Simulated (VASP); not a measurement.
WC (NiAs type): relaxation of shape and atoms at fixed volume with PBE

The system is WC (NiAs type).

```xyz
4
Lattice="2.5139 0.0000 0.0000 -1.2569 2.1771 0.0000 0.0000 0.0000 4.9583" Properties=species:S:1:pos:R:3 pbc="T T T"
W     0.0000    0.0000    0.0000
W     0.0000    0.0000    2.4791
C     0.0000    1.4514    1.2396
C     1.2569    0.7257    3.7187
```

```yaml
Program: VASP 6.6.1
Task: relaxation of shape and atoms at fixed volume
Functional: PBE
Potentials_or_basis: VASP PAW PBE potentials, release 64 (W_sv, C)
Cutoff: 600 eV
k_mesh: 10 × 10 × 6
Occupations: fermi-dirac, width 0.05 eV
Spin: no spin polarisation
Dipole_correction: no
Further_INCAR_settings: ALGO = Normal; EDIFF = 1e-06; IBRION = 2; EDIFFG = -0.005; NSW = 50; ISIF = 4
```

The energy gained by relaxing is 52.1 meV/atom, the ionic steps are 4 and the pressure after relaxing is 428.9 GPa. The band gap on the k mesh is zero (band 18 reaches 19.06 eV, above the bottom of band 19 at 17.84 eV).

The path:
| step | energy change (eV) | largest force (eV/Å) | pressure (GPa) | volume (Å³) |
| --- | --- | --- | --- | --- |
| 1 | 0.0000 | 0.0000 | 435.30 | 27.14 |
| 2 | 0.5731 | 0.0000 | 421.46 | 27.14 |
| 3 | -0.2082 | 0.0000 | 428.65 | 27.14 |
| 4 | -0.2084 | 0.0000 | 428.86 | 27.14 |

Final structure:
```
CELL_PARAMETERS angstrom
2.47243 0.00000 0.00000
-1.23622 2.14119 0.00000
0.00000 0.00000 5.12583
ATOMIC_POSITIONS crystal
W 0.00000 0.00000 0.00000
W 0.00000 0.00000 0.50000
C 0.33333 0.66667 0.25000
C 0.66667 0.33333 0.75000
```

Levels at points of the mesh, in eV from the Fermi level:
```csv
k point,band 16,band 17,band 18,band 19,band 20,band 21
"(0.00, 0.00, 0.00)",-1.49,-0.99,0.23,0.23,1.45,1.45
"(0.50, 0.00, 0.00)",-4.26,-0.96,0.22,3.48,7.91,8.47
"(0.00, 0.00, 0.50)",-4.19,0.16,0.16,1.55,1.55,1.55
"(0.50, 0.00, 0.50)",-4.28,-1.98,-1.98,6.74,6.74,8.17
```

Run time: 3.3 min on 1 thread of AMD EPYC 7R13, on a shared host, peak memory 0.14 GiB.

Caveat: spin-orbit coupling is left out, which moves the levels of the heavy elements.
